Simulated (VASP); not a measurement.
# P in VASP: further runs

The runs below take P through single point, with PBE+D3(BJ).

Program: VASP 6.6.1. These are calculated values, not measurements. Logs are shortened: lines on timing, memory, paths and dates and some standing lists are left out, and cuts for length are marked.

## Step 1: The cell of the first run

The cell holds a sheet with vacuum, 4 atoms: a = 3.264 Å, b = 3.264 Å, c = 34.638 Å, α = 90.00°, β = 90.00°, γ = 120.00°.

## Step 2: Single point, PBE+D3(BJ)

INCAR

```
ALGO = Normal
DIPOL = 0.5 0.5 0.289
EDIFF = 1E-7
ENCUT = 520
GGA = PE
IDIPOL = 3
ISIF = 2
ISMEAR = 0
IVDW = 12
LASPH = T
LCHARG = F
LDIPOL = T
LREAL = F
LWAVE = F
NBANDS = 18
NELM = 60
PREC = Accurate
SIGMA = 0.02
```

KPOINTS

```
k-points
0
Gamma
  12 12 1
```

POSCAR

```
P
1.0
    3.2642590676      0.0000000000      0.0000000000
   -1.6321295338      2.8269312771      0.0000000000
    0.0000000000      0.0000000000     34.6378032000
P
4
Direct
    0.6666666667      0.3333333333      0.2404254370
    0.3333333333      0.6666666667      0.2046898221
    0.0000000000      0.0000000000      0.3369783864
    0.3333333333      0.6666666667      0.3727140012
```

Potentials or basis: VASP PAW PBE potentials, release 64 (P).

Run with:

```sh
$ cat potpaw_PBE.64/P/POTCAR > POTCAR
$ mpirun -np 1 vasp_std > vasp.out
```

OUTCAR:

```text
EDIFF = 1E-7
   ENCUT = 520
   GGA = PE
   ISIF = 2
   ISMEAR = 0
   IVDW = 12
   LASPH = T
   LREAL = F
   NELM = 60
   PREC = Accurate
 IVDW          = 12

 ion  position               nearest neighbor table
   1  0.667  0.333  0.240-   2 2.25   2 2.25   2 2.25
   2  0.333  0.667  0.205-   1 2.25   1 2.25   1 2.25
   3  0.000  0.000  0.337-   4 2.25   4 2.25   4 2.25
   4  0.333  0.667  0.373-   3 2.25   3 2.25   3 2.25

  LATTYP: Found a hexagonal cell.
 ALAT       =     3.2642590676
 C/A-ratio  =    10.6112298328

  Lattice vectors:

 A1 = (   3.2642590676,   0.0000000000,   0.0000000000)
 A2 = (  -1.6321295338,   2.8269312771,   0.0000000000)
 A3 = (   0.0000000000,   0.0000000000,  34.6378032000)

Analysis of symmetry for initial positions (statically):
=====================================================================
 Subroutine PRICEL returns:
 Original cell was already a primitive cell.

 Routine SETGRP: Setting up the symmetry group for a
 hexagonal supercell.

 Subroutine GETGRP returns: Found 12 space group operations
 (whereof  6 operations were pure point group operations)
 out of a pool of 24 trial point group operations.

The static configuration has the point symmetry C_3v.
 The point group associated with its full space group is D_3d.

Analysis of symmetry for dynamics (positions and initial velocities):
=====================================================================
 Subroutine PRICEL returns:
 Original cell was already a primitive cell.

 Routine SETGRP: Setting up the symmetry group for a
 hexagonal supercell.

 Subroutine GETGRP returns: Found 12 space group operations
 (whereof  6 operations were pure point group operations)
 out of a pool of 24 trial point group operations.

The dynamic configuration has the point symmetry C_3v.
 The point group associated with its full space group is D_3d.

 Subroutine INISYM returns: Found 12 space group operations
 (whereof  6 operations are pure point group operations),
 and found     1 'primitive' translations

----------------------------------------------------------------------------------------

                                     Primitive cell

  volume of cell :     319.6320

  direct lattice vectors                    reciprocal lattice vectors
     3.264259068  0.000000000  0.000000000     0.306348234  0.176870235  0.000000000
    -1.632129534  2.826931277  0.000000000     0.000000000  0.353740470  0.000000000
     0.000000000  0.000000000 34.637803200     0.000000000  0.000000000  0.028870191

  length of vectors
     3.264259068  3.264259068 34.637803200     0.353740470  0.353740470  0.028870191

  position of ions in fractional coordinates (direct lattice)
     0.666666667  0.333333333  0.240425437
     0.333333333  0.666666667  0.204689822
     0.000000000  0.000000000  0.336978386
     0.333333333  0.666666667  0.372714001

  ion indices of the primitive-cell ions
   primitive index   ion index
                 1           1
                 2           2
                 3           3
                 4           4

----------------------------------------------------------------------------------------

 KPOINTS: k-points

Automatic generation of k-mesh.
 Grid dimensions read from file:
 generate k-points for:   12   12    1

 Generating k-lattice:

  Cartesian coordinates                     Fractional coordinates (reciprocal lattice)
     0.025529019  0.014739186  0.000000000     0.083333333  0.000000000  0.000000000
     0.000000000  0.029478373  0.000000000     0.000000000  0.083333333  0.000000000
     0.000000000  0.000000000  0.028870191     0.000000000  0.000000000  1.000000000

  Length of vectors
     0.029478373  0.029478373  0.028870191

  Shift w.r.t. Gamma in fractional coordinates (k-lattice)
     0.000000000  0.000000000  0.000000000

 Subroutine IBZKPT returns following result:
 ===========================================

 Found     19 irreducible k-points:

 Following reciprocal coordinates:
            Coordinates               Weight
  0.000000  0.000000  0.000000      1.000000
  0.083333  0.000000  0.000000      6.000000
  0.166667  0.000000  0.000000      6.000000
  0.250000  0.000000  0.000000      6.000000
  0.333333  0.000000  0.000000      6.000000
  0.416667  0.000000  0.000000      6.000000
[... 11 lines left out ...]
  0.333333  0.250000  0.000000     12.000000
  0.333333  0.333333  0.000000      2.000000
   k-points           NKPTS =     19   k-points in BZ     NKDIM =     19   number of bands    NBANDS=     18
   number of dos      NEDOS =    301   number of ions     NIONS =      4
   total plane-waves  NPLWV = 155520
   dimension x,y,z NGX =    24 NGY =   24 NGZ =  270
   dimension x,y,z NGXF=    48 NGYF=   48 NGZF=  540
   ions per type =               4
   NGX,Y,Z   is equivalent  to a cutoff of  12.22, 12.22, 12.96 a.u.
   NGXF,Y,Z  is equivalent  to a cutoff of  24.45, 24.45, 25.92 a.u.
 SYSTEM =  unknown system
   PREC   = accura    normal or accurate (medium, high low for compatibility)
   ISTART =      0    job   : 0-new  1-cont  2-samecut
   ICHARG =      2    charge: 1-file 2-atom 10-const
   ISPIN  =      1    spin polarized calculation?
   LNONCOLLINEAR =      F non collinear calculations
   LSORBIT =      F    spin-orbit coupling
   LASPH  =      T    aspherical Exc in radial PAW
   ENCUT  =  520.0 eV  38.22 Ry    6.18 a.u.   6.07  6.07 64.40*2*pi/ulx,y,z
   NELM   =     60;   NELMIN=  2; NELMDL= -5     # of ELM steps
   EDIFF  = 0.1E-06   stopping-criterion for ELM
   LREAL  =      F    real-space projection
   EDIFFG = 0.1E-05   stopping-criterion for IOM
   NSW    =      0    number of steps for IOM
   IBRION =     -1    ionic relax: 0-MD 1-quasi-New 2-CG
   NFREE  =      0    steps in history (QN), initial steepest desc. (CG)
   ISIF   =      2    stress and relaxation
   ISYM   =      2    0-nonsym 1-usesym 2-fastsym
   POTIM  = 0.5000    time-step for ionic-motion
   TEBEG  =    0.0;   TEEND  =   0.0 temperature during run
   PSTRESS=    0.0 pullay stress
   NELECT =      20.0000    total number of electrons
   NUPDOWN=      -1.0000    fix difference up-down
   EMIN   =  10.00;   EMAX   =-10.00  energy-range for DOS
   EFERMI =   0.00;   METHOD = LEGACY
   ISMEAR =     0;   SIGMA  =   0.02  broadening in eV -4-tet -1-fermi 0-gaus
   EFERMI_NEDOS =   21; number of points for ismear=-14 and -15
   IALGO  =     38    algorithm
   IMIX   =      4    mixing-type and parameters
     AMIX     =   0.40;   BMIX     =  1.00
     AMIX_MAG =   1.60;   BMIX_MAG =  1.00
  volume/ion in A,a.u.               =      79.91       539.25
  Fermi-wavevector in a.u.,A,eV,Ry     =   0.649932  1.228194  5.747263  0.422412
  Thomas-Fermi vector in A             =   1.719048
   LORBIT       =      0    0 simple, 1 ext, 2 COOP (PROOUT), +10 PAW based schemes
   GGA     = PE    functional components
   LHFCALC =     F    Hartree Fock is set to
   AEXX    =    0.0000 exact exchange contribution
   IVDW    =    12    specifies the selected vdW correction
   LEPSILON=     F    determine dielectric tensor
   LRPA    =     F    only Hartree local field effects (RPA)
 non-spin polarized calculation
 Gauss-broadening in eV      SIGMA  =   0.02
  energy-cutoff  :      520.00
  volume of cell :      319.63
 maximum number of plane-waves:      8700
   NGX = 13   NGY = 13   NGZ =129

 dipolmoment           0.000000      0.000000      0.000000 electrons x Angstroem

 number of electron      19.9999995 magnetization

 dipolmoment           0.000000      0.000000     -0.000000 electrons x Angstroem

 Free energy of the ion-electron system (eV)
  ---------------------------------------------------
  ext. energy  EPLUGINS =         0.00000000
  ---------------------------------------------------
  free energy    TOTEN  =       -21.40780296 eV

  energy without entropy =      -21.40780296  energy(sigma->0) =      -21.40780296

 E-fermi :  -2.7864     XC(G=0):  -2.7560

 val. band max:       -2.9136648426   @ k =   0.1667   0.0833   0.0000
 cond. band min:      -1.6845041823   @ k =   0.3333   0.0000   0.0000
 fundamental gap:      1.2291606603
 Fermi energy:        -2.7864241070

 k-point     1 :       0.0000    0.0000    0.0000
  band No.  band energies     occupation
      1     -17.6872      2.00000
      2     -17.6168      2.00000
      3     -10.2893      2.00000
      4      -9.6147      2.00000
      5      -4.5558      2.00000
      6      -3.5549      2.00000
[... 10 lines left out ...]
     17       2.0761      0.00000
     18       2.2741      0.00000

 k-point     2 :       0.0833    0.0000    0.0000
  band No.  band energies     occupation
      1     -17.5739      2.00000
      2     -17.5037      2.00000
      3     -10.2050      2.00000
      4      -9.5427      2.00000
      5      -4.5424      2.00000
      6      -4.4413      2.00000
[... 10 lines left out ...]
     17       2.2107      0.00000
     18       2.3916      0.00000

 k-point     3 :       0.1667    0.0000    0.0000
  band No.  band energies     occupation
      1     -17.2362      2.00000
      2     -17.1670      2.00000
      3      -9.9863      2.00000
      4      -9.3796      2.00000
      5      -6.1013      2.00000
      6      -6.0171      2.00000
[... 10 lines left out ...]
     17       2.6558      0.00000
     18       2.8897      0.00000

 k-point     4 :       0.2500    0.0000    0.0000
  band No.  band energies     occupation
      1     -16.6821      2.00000
      2     -16.6149      2.00000
      3      -9.8584      2.00000
      4      -9.4656      2.00000
      5      -7.5337      2.00000
      6      -7.2502      2.00000
[... 270 lines left out ...]
      4     -11.4690      2.00000
      5      -8.0287      2.00000
      6      -7.9857      2.00000
[... 10 lines left out ...]
     17       3.9508      0.00000
     18       4.0952      0.00000

 k-point    18 :       0.3333    0.2500    0.0000
  band No.  band energies     occupation
      1     -13.9416      2.00000
      2     -13.9069      2.00000
      3     -12.4060      2.00000
      4     -12.3744      2.00000
      5      -8.5306      2.00000
      6      -8.4807      2.00000
[... 10 lines left out ...]
     17       4.0655      0.00000
     18       4.5409      0.00000

 k-point    19 :       0.3333    0.3333    0.0000
  band No.  band energies     occupation
      1     -13.1199      2.00000
      2     -13.1177      2.00000
      3     -13.1177      2.00000
      4     -13.1002      2.00000
      5      -8.8688      2.00000
      6      -8.8688      2.00000
[... 10 lines left out ...]
     17       5.0650      0.00000
     18       5.0650      0.00000

------------------------ aborting loop because EDIFF is reached ----------------------------------------

 vacuum level on the upper side and lower side of the slab       (xc-potential included)        -0.013        -0.014

 Edisp (eV)   -1.05570

 E8    (eV) :    -0.4136

  FORCE on cell =-STRESS in cart. coord.  units (eV):
  Direction    XX          YY          ZZ          XY          YZ          ZX
  --------------------------------------------------------------------------------------
  -------------------------------------------------------------------------------------
  Total      -0.35675    -0.35675    -0.10597     0.00000     0.00000     0.00000
  in kB      -1.78825    -1.78825    -0.53119     0.00000     0.00000     0.00000
  external pressure =       -1.37 kB  Pullay stress =        0.00 kB

 VOLUME and BASIS-vectors are now :
 -----------------------------------------------------------------------------
  energy-cutoff  :      520.00
  volume of cell :      319.63
      direct lattice vectors                 reciprocal lattice vectors
     3.264259068  0.000000000  0.000000000     0.306348234  0.176870235  0.000000000
    -1.632129534  2.826931277  0.000000000     0.000000000  0.353740470  0.000000000
     0.000000000  0.000000000 34.637803200     0.000000000  0.000000000  0.028870191

 POSITION                                       TOTAL-FORCE (eV/Angst)
 -----------------------------------------------------------------------------------
      1.63213      0.94231      8.32781         0.000000     -0.000000     -0.027623
     -0.00000      1.88462      7.09001         0.000000     -0.000000      0.031490
      0.00000      0.00000     11.67219        -0.000000     -0.000000      0.027623
     -0.00000      1.88462     12.90999        -0.000000      0.000000     -0.031490
 -----------------------------------------------------------------------------------
    total drift:                                0.000000     -0.000000      0.000002

  FREE ENERGIE OF THE ION-ELECTRON SYSTEM (eV)
  ---------------------------------------------------
  free  energy   TOTEN  =       -22.4635013189 eV

  energy  without entropy=      -22.4635013189  energy(sigma->0) =      -22.46350132

 vacuum level on the upper side and lower side of the slab         2.697         2.697
```

It took 4 min on 1 thread of Intel Xeon 8259CL, shared host; peak memory 0.42 GiB.

Results:

* Free energy: -22.4635 eV
* Largest force: 0.031 eV/Å
* Band gap on the k mesh: 1.23 eV (least direct gap 1.80 eV)
* Dispersion energy per atom: -0.264 eV

Forces in eV/Å, atoms in the order of the input:
```
P    0.000  0.000 -0.028
P    0.000  0.000  0.031
P    0.000  0.000  0.028
P    0.000  0.000 -0.031
```

(Part 1 of 2 ends here.)
